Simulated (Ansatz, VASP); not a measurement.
**One calculation of Ir, two programs**

INCAR

```
SYSTEM = Ir
  PREC = Accurate
  ENCUT = 520
  EDIFF = 1E-6
  ISMEAR = 0
  SIGMA = 0.15
  LREAL = .False.
  LASPH = .True.
  NELM = 100
  ALGO = Normal
  ISIF = 2
  LWAVE = .False.
  LCHARG = .False.
  GGA = CA
  NBANDS = 10
```

File KPOINTS:

```
Automatic mesh
0
Gamma
  22 22 22
  0 0 0
```

The input POSCAR:

```
Ir
1.0
    0.0000000000      1.8414052247      2.1489198972
    1.8414052247      0.0000000000      2.1489198972
    1.8414052247      1.8414052247      0.0000000000
Ir
1
Direct
    0.0000000000      0.0000000000      0.0000000000
```

Input for Ansatz:

```yaml
crystal:
  lattice:
    - [0.0, 1.8414052247, 2.1489198972]
    - [1.8414052247, 0.0, 2.1489198972]
    - [1.8414052247, 1.8414052247, 0.0]
  atoms:
    - { symbol: Ir, position: [0.0, 0.0, 0.0] }
basis:
  ecutwfc: 420
kpoints:
  mp_grid: { grid: [22, 22, 22] }
hamiltonian:
  xc: lda
scf:
  occupations: { method: gaussian, width: 0.15 }
output:
  forces: true
  stress: true
  eigenvalues: true
  write_density: true
  write_potential: true
  elf: true
  volumetric_format: npy
```

Alike in both runs: task single point; functional LDA; k mesh 22 × 22 × 22; occupations gaussian, width 0.15 eV; no spin polarisation.

|  | VASP | Ansatz |
| --- | --- | --- |
| version | VASP 6.6.1 | Ansatz 0.2.0 |
| potentials or method | VASP PAW LDA potentials, release 64 (Ir), cutoff 520 eV | scalar-relativistic, plane waves, PAW |
| valence electrons in the cell | 9 | 17 |

|  | VASP | Ansatz | Ansatz less VASP |
| --- | --- | --- | --- |
| gap on the k mesh at the Fermi level (eV) | none | none | - |
| pressure (GPa) | -10.4 | -12.5 | -2.08 |
| traceless stress, the component that is largest in VASP (GPa) | -32.76 | -32.83 | -0.076 |

LDA's correlation is that of Perdew and Zunger in VASP and of Perdew and Wang (1992) in Ansatz. A gap of «none» marks a metal or a gap that the smearing closes. VASP's potentials hold 9 valence electrons a cell and Ansatz's 17, so a difference there can come from the potentials and not from the codes.

Neither program's run includes spin-orbit coupling.
